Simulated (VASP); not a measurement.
# SbC (Pm-3m) in VASP: further runs

Runs on SbC. Level: PBE. Tasks: single point, relaxation of cell and atoms.

Everything below comes from runs of VASP 6.6.1. Logs are shortened: lines on timing, memory, paths and dates and some standing lists are left out, and cuts for length are marked.

## Step 1: The cell of the first run

The structure is cubic, space group Pm-3m (No. 221). The conventional cell has a = 3.115 Å, b = 3.115 Å, c = 3.115 Å, α = 90.00°, β = 90.00°, γ = 90.00°. Sb (site symmetry m-3m) has 8 C at 2.70 Å and 6 Sb at 3.11 Å within 3.6 Å. C (site symmetry m-3m) has 8 Sb at 2.70 Å and 6 C at 3.11 Å within 3.6 Å.

The cell was built from a structure type or drawn by symmetry, and may not be a known phase.

## Step 2: Single point, PBE

The input, INCAR:

```
SYSTEM = SbC
  PREC = Accurate
  ENCUT = 520
  EDIFF = 1E-7
  ISMEAR = 0
  SIGMA = 0.1
  LREAL = .False.
  LASPH = .True.
  NELM = 100
  ALGO = Normal
  ISIF = 2
  LWAVE = .False.
  LCHARG = .False.
  GGA = PE
  NBANDS = 12
```

The input, KPOINTS:

```
Automatic mesh
0
Gamma
  18 18 18
  0 0 0
```

The input, POSCAR:

```
SbC
1.0
    3.1146840549      0.0000000000      0.0000000000
    0.0000000000      3.1146840549      0.0000000000
    0.0000000000      0.0000000000      3.1146840549
Sb C
1 1
Direct
    0.5000000000      0.5000000000      0.5000000000
    0.0000000000      0.0000000000      0.0000000000
```

Potentials or basis: VASP PAW PBE potentials, release 64 (Sb, C).

The run is started by

```console
$ cat potpaw_PBE.64/Sb/POTCAR potpaw_PBE.64/C/POTCAR > POTCAR
$ mpirun -np 1 vasp_std > vasp.out
```

OUTCAR:

```text
SYSTEM = SbC
   PREC = Accurate
   ENCUT = 520
   EDIFF = 1E-7
   ISMEAR = 0
   LREAL = .False.
   LASPH = .True.
   NELM = 100
   ISIF = 2
   GGA = PE

 ion  position               nearest neighbor table
   1  0.500  0.500  0.500-   2 2.70   2 2.70   2 2.70   2 2.70   2 2.70   2 2.70   2 2.70   2 2.70

   2  0.000  0.000  0.000-   1 2.70   1 2.70   1 2.70   1 2.70   1 2.70   1 2.70   1 2.70   1 2.70

  LATTYP: Found a simple cubic cell.
 ALAT       =     3.1146840549

  Lattice vectors:

 A1 = (   3.1146840549,   0.0000000000,   0.0000000000)
 A2 = (   0.0000000000,   3.1146840549,   0.0000000000)
 A3 = (   0.0000000000,   0.0000000000,   3.1146840549)

Analysis of symmetry for initial positions (statically):
=====================================================================
 Subroutine PRICEL returns:
 Original cell was already a primitive cell.

 Routine SETGRP: Setting up the symmetry group for a
 simple cubic supercell.

 Subroutine GETGRP returns: Found 48 space group operations
 (whereof 48 operations were pure point group operations)
 out of a pool of 48 trial point group operations.

The static configuration has the point symmetry O_h .

Analysis of symmetry for dynamics (positions and initial velocities):
=====================================================================
 Subroutine PRICEL returns:
 Original cell was already a primitive cell.

 Routine SETGRP: Setting up the symmetry group for a
 simple cubic supercell.

 Subroutine GETGRP returns: Found 48 space group operations
 (whereof 48 operations were pure point group operations)
 out of a pool of 48 trial point group operations.

The dynamic configuration has the point symmetry O_h .

 Subroutine INISYM returns: Found 48 space group operations
 (whereof 48 operations are pure point group operations),
 and found     1 'primitive' translations

----------------------------------------------------------------------------------------

                                     Primitive cell

  volume of cell :      30.2163

  direct lattice vectors                    reciprocal lattice vectors
     3.114684055  0.000000000  0.000000000     0.321059851  0.000000000  0.000000000
     0.000000000  3.114684055  0.000000000     0.000000000  0.321059851  0.000000000
     0.000000000  0.000000000  3.114684055     0.000000000  0.000000000  0.321059851

  length of vectors
     3.114684055  3.114684055  3.114684055     0.321059851  0.321059851  0.321059851

  position of ions in fractional coordinates (direct lattice)
     0.500000000  0.500000000  0.500000000
     0.000000000  0.000000000  0.000000000

  ion indices of the primitive-cell ions
   primitive index   ion index
                 1           1
                 2           2

----------------------------------------------------------------------------------------

 KPOINTS: Automatic mesh

Automatic generation of k-mesh.
 Grid dimensions read from file:
 generate k-points for:   18   18   18

 Generating k-lattice:

  Cartesian coordinates                     Fractional coordinates (reciprocal lattice)
     0.017836658  0.000000000  0.000000000     0.055555556  0.000000000  0.000000000
     0.000000000  0.017836658  0.000000000     0.000000000  0.055555556  0.000000000
     0.000000000  0.000000000  0.017836658     0.000000000  0.000000000  0.055555556

  Length of vectors
     0.017836658  0.017836658  0.017836658

  Shift w.r.t. Gamma in fractional coordinates (k-lattice)
     0.000000000  0.000000000  0.000000000

 Subroutine IBZKPT returns following result:
 ===========================================

 Found    220 irreducible k-points:

 Following reciprocal coordinates:
            Coordinates               Weight
  0.000000  0.000000  0.000000      1.000000
  0.055556  0.000000  0.000000      6.000000
  0.111111  0.000000  0.000000      6.000000
  0.166667  0.000000  0.000000      6.000000
  0.222222  0.000000  0.000000      6.000000
  0.277778  0.000000  0.000000      6.000000
[... 16 lines left out ...]
  0.277778  0.111111  0.000000     24.000000
  0.333333  0.111111  0.000000     24.000000
 [... further k-points ...]
   k-points           NKPTS =    220   k-points in BZ     NKDIM =    220   number of bands    NBANDS=     12
   number of dos      NEDOS =    301   number of ions     NIONS =      2
   total plane-waves  NPLWV =  13824
   dimension x,y,z NGX =    24 NGY =   24 NGZ =   24
   dimension x,y,z NGXF=    48 NGYF=   48 NGZF=   48
   ions per type =               1   1
   NGX,Y,Z   is equivalent  to a cutoff of  12.81, 12.81, 12.81 a.u.
   NGXF,Y,Z  is equivalent  to a cutoff of  25.62, 25.62, 25.62 a.u.
 SYSTEM =  SbC
   PREC   = accura    normal or accurate (medium, high low for compatibility)
   ISTART =      0    job   : 0-new  1-cont  2-samecut
   ICHARG =      2    charge: 1-file 2-atom 10-const
   ISPIN  =      1    spin polarized calculation?
   LNONCOLLINEAR =      F non collinear calculations
   LSORBIT =      F    spin-orbit coupling
   LASPH  =      T    aspherical Exc in radial PAW
   ENCUT  =  520.0 eV  38.22 Ry    6.18 a.u.   5.79  5.79  5.79*2*pi/ulx,y,z
   NELM   =    100;   NELMIN=  2; NELMDL= -5     # of ELM steps
   EDIFF  = 0.1E-06   stopping-criterion for ELM
   LREAL  =      F    real-space projection
   EDIFFG = 0.1E-05   stopping-criterion for IOM
   NSW    =      0    number of steps for IOM
   IBRION =     -1    ionic relax: 0-MD 1-quasi-New 2-CG
   NFREE  =      0    steps in history (QN), initial steepest desc. (CG)
   ISIF   =      2    stress and relaxation
   ISYM   =      2    0-nonsym 1-usesym 2-fastsym
   POTIM  = 0.5000    time-step for ionic-motion
   TEBEG  =    0.0;   TEEND  =   0.0 temperature during run
   PSTRESS=    0.0 pullay stress
   NELECT =       9.0000    total number of electrons
   NUPDOWN=      -1.0000    fix difference up-down
   EMIN   =  10.00;   EMAX   =-10.00  energy-range for DOS
   EFERMI =   0.00;   METHOD = LEGACY
   ISMEAR =     0;   SIGMA  =   0.10  broadening in eV -4-tet -1-fermi 0-gaus
   EFERMI_NEDOS =   21; number of points for ismear=-14 and -15
   IALGO  =     38    algorithm
   IMIX   =      4    mixing-type and parameters
     AMIX     =   0.40;   BMIX     =  1.00
     AMIX_MAG =   1.60;   BMIX_MAG =  1.00
  volume/ion in A,a.u.               =      15.11       101.95
  Fermi-wavevector in a.u.,A,eV,Ry     =   1.093306  2.066048 16.263284  1.195318
  Thomas-Fermi vector in A             =   2.229589
   LORBIT       =      0    0 simple, 1 ext, 2 COOP (PROOUT), +10 PAW based schemes
   GGA     = PE    functional components
   LHFCALC =     F    Hartree Fock is set to
   AEXX    =    0.0000 exact exchange contribution
   IVDW    =     0    specifies the selected vdW correction
   LEPSILON=     F    determine dielectric tensor
   LRPA    =     F    only Hartree local field effects (RPA)
 non-spin polarized calculation
 Gauss-broadening in eV      SIGMA  =   0.10
  energy-cutoff  :      520.00
  volume of cell :       30.22
 maximum number of plane-waves:       840
 NGX is ok and might be reduce to    24
   NGX = 11   NGY = 11   NGZ = 11

 number of electron       8.9999999 magnetization

 Free energy of the ion-electron system (eV)
  ---------------------------------------------------
  ext. energy  EPLUGINS =         0.00000000
  ---------------------------------------------------
  free energy    TOTEN  =        -8.94468930 eV

  energy without entropy =       -8.93996852  energy(sigma->0) =       -8.94232891

 E-fermi :   9.5397     XC(G=0): -11.3933

 val. band max:        9.5313302572   @ k =   0.3889   0.3333   0.3333
 cond. band min:       9.5432317738   @ k =   0.2778   0.2778   0.2222
 fundamental gap:      0.0119015166
 Fermi energy:         9.5397024245

 k-point     1 :       0.0000    0.0000    0.0000
  band No.  band energies     occupation
      1      -5.5144      2.00000
      2       5.4902      2.00000
      3       7.9639      2.00000
      4       7.9639      2.00000
      5       7.9639      2.00000
      6      15.1124      0.00000
      7      15.1124      0.00000
      8      17.2177      0.00000
      9      17.2177      0.00000
     10      17.2177      0.00000
     11      25.7806      0.00000
     12      25.7806      0.00000

 k-point     2 :       0.0556    0.0000    0.0000
  band No.  band energies     occupation
      1      -5.4680      2.00000
      2       5.2627      2.00000
      3       8.0050      2.00000
      4       8.0050      2.00000
      5       8.0204      2.00000
      6      15.1506      0.00000
      7      15.1597      0.00000
      8      17.1367      0.00000
      9      17.1367      0.00000
     10      17.2903      0.00000
     11      25.5188      0.00000
     12      25.5188      0.00000

 k-point     3 :       0.1111    0.0000    0.0000
  band No.  band energies     occupation
      1      -5.3287      2.00000
      2       4.6597      2.00000
      3       8.1269      2.00000
      4       8.1269      2.00000
      5       8.1624      2.00000
      6      15.1291      0.00000
      7      15.2650      0.00000
      8      16.8966      0.00000
      9      16.8966      0.00000
     10      17.6487      0.00000
     11      25.0746      0.00000
     12      25.0748      0.00000
[... 286 lines left out ...]
 k-point    23 :       0.2778    0.1111    0.0000
  band No.  band energies     occupation
      1      -4.1723      2.00000
      2       1.9929      2.00000
      3       7.0221      2.00000
      4       9.0411      2.00000
      5      10.3238      0.00000
      6      12.7346      0.00000
      7      15.0065      0.00000
      8      15.4360      0.00000
      9      17.3190      0.00000
     10      21.1432      0.00000
     11      21.9108      0.00000
     12      23.6305      0.00000

 k-point    24 :       0.3333    0.1111    0.0000
  band No.  band energies     occupation
      1      -3.6671      2.00000
      2       1.0340      2.00000
      3       7.3441      2.00000
      4       9.3773      1.97840
      5      10.6610      0.00000
      6      11.9633      0.00000
      7      14.6916      0.00000
      8      14.9154      0.00000
      9      17.6338      0.00000
     10      21.1260      0.00000
     11      22.4184      0.00000
     12      23.6821      0.00000

 [... further k-points ...]

------------------------ aborting loop because EDIFF is reached ----------------------------------------

  FORCE on cell =-STRESS in cart. coord.  units (eV):
  Direction    XX          YY          ZZ          XY          YZ          ZX
  --------------------------------------------------------------------------------------
  -------------------------------------------------------------------------------------
  Total       -0.0814575     -0.0814575     -0.0814575      0.0000000      0.0000000     -0.0000000
  in kB       -4.3191653     -4.3191653     -4.3191653      0.0000000      0.0000000     -0.0000000
  external PRESSURE =      -4.3191653 kB  Pullay stress =       0.0000000 kB

 VOLUME and BASIS-vectors are now :
 -----------------------------------------------------------------------------
  energy-cutoff  :      520.00
  volume of cell :       30.22
      direct lattice vectors                 reciprocal lattice vectors
     3.114684055  0.000000000  0.000000000     0.321059851  0.000000000  0.000000000
     0.000000000  3.114684055  0.000000000     0.000000000  0.321059851  0.000000000
     0.000000000  0.000000000  3.114684055     0.000000000  0.000000000  0.321059851

 POSITION                                       TOTAL-FORCE (eV/Angst)
 -----------------------------------------------------------------------------------
      1.55734      1.55734      1.55734         0.000000      0.000000      0.000000
      0.00000      0.00000      0.00000         0.000000      0.000000      0.000000
 -----------------------------------------------------------------------------------
    total drift:                               -0.000000      0.000000      0.000000

  FREE ENERGIE OF THE ION-ELECTRON SYSTEM (eV)
  ---------------------------------------------------
  free  energy   TOTEN  =        -8.9446893022 eV

  energy  without entropy=       -8.9399685159  energy(sigma->0) =       -8.94232891
```

Run time: 22 s. Hardware: 1 thread of Intel Xeon 6975P-C (Granite Rapids), shared host; peak memory 0.2 GiB.

Results:

```yaml
Free_energy: -8.9447 eV
Pressure: -0.4 GPa
Band_gap_on_the_k_mesh: zero (an odd number of electrons rules out a gap without spin polarisation)
```

Caveat: spin-orbit coupling is left out, which moves the levels of the heavy elements.

## Step 3: Relaxation of cell and atoms, PBE

This run uses another cell than the first one, of 15.18 Å³/atom.

The input, INCAR:

```
PREC     = Accurate       # precision mode
ENCUT    = 600            # plane-wave cutoff, eV
EDIFF    = 1E-6           # SCF threshold, eV
ISMEAR   = 0              # smearing method
SIGMA    = 0.1            # smearing width, eV
LREAL    = F              # projectors in reciprocal space
LASPH    = T              # aspherical terms in the spheres
NELM     = 100            # most SCF steps
ALGO     = Normal         # electronic algorithm
ISIF     = 3              # what is computed and relaxed
LWAVE    = F              # write WAVECAR
LCHARG   = F              # write CHGCAR
GGA      = PE             # functional
IBRION   = 2              # ionic algorithm
NSW      = 100            # ionic steps
EDIFFG   = -0.01          # ionic threshold
```

The input, KPOINTS:

```
regular mesh
0
Gamma
  18 18 18
```

The input, POSCAR:

```
SbC
1.0
    3.1197844762      0.0000000000      0.0000000000
    0.0000000000      3.1197844762      0.0000000000
    0.0000000000      0.0000000000      3.1197844762
Sb C
1 1
Direct
    0.5000000000      0.5000000000      0.5000000000
    0.0000000000      0.0000000000      0.0000000000
```

Potentials or basis: VASP PAW PBE potentials, release 64 (Sb, C).

The run is started by

```console
$ cat potpaw_PBE.64/Sb/POTCAR potpaw_PBE.64/C/POTCAR > POTCAR
$ mpirun -np 1 vasp_std > vasp.out
```

Wall time 49 s (1 thread of Intel Xeon 6975P-C (Granite Rapids), shared host); peak memory 0.23 GiB.

It converged, with:

```yaml
Free_energy: -8.9451 eV
Relaxed_volume: 15.04 Å³/atom
Relaxed_cell: a = 3.110 Å, b = 3.110 Å, c = 3.110 Å, α = 90.00°, β = 90.00°, γ = 90.00°
Space_group_after_relaxing_to_0.1_Å: Pm-3m (No. 221)
Energy_gained_by_relaxing: 0.4 meV/atom
Ionic_steps: 3
Pressure_after_relaxing: 0.0 GPa
```

The path:
```
step  energy change (eV)  largest force (eV/Å)  pressure (GPa)  volume (Å³)
   1              0.0000                0.0000           -0.97        30.37
   2             -0.0008                0.0000            0.39        29.96
   3             -0.0009                0.0000            0.00        30.07
```

Final structure:
```yaml
crystal:
  lattice:
    - [3.10979, 0.00000, 0.00000]
    - [0.00000, 3.10979, 0.00000]
    - [0.00000, 0.00000, 3.10979]
  atoms:
    - { symbol: Sb, position: [0.50000, 0.50000, 0.50000] }
    - { symbol: C, position: [0.00000, 0.00000, 0.00000] }
```

Levels at points of the mesh, in eV from the Fermi level:
```
           k point  band 1  band 2  band 3  band 4  band 5  band 6  band 7  band 8
(0.00, 0.00, 0.00)  -15.10   -4.02   -1.59   -1.59   -1.59    5.57    5.57    7.72
(0.50, 0.00, 0.00)  -11.43  -11.34    0.46    0.46    0.58    2.11    4.24    4.24
(0.50, 0.50, 0.00)   -9.14   -8.04   -6.44   -6.44    0.93    4.83    4.83    6.64
(0.50, 0.50, 0.50)   -8.10   -5.07   -2.66   -2.66   -2.66   -2.45   -2.45   -2.45
```

Caveat: the highest band is partly filled, so the run has too few bands; spin-orbit coupling is left out, which moves the levels of the heavy elements.
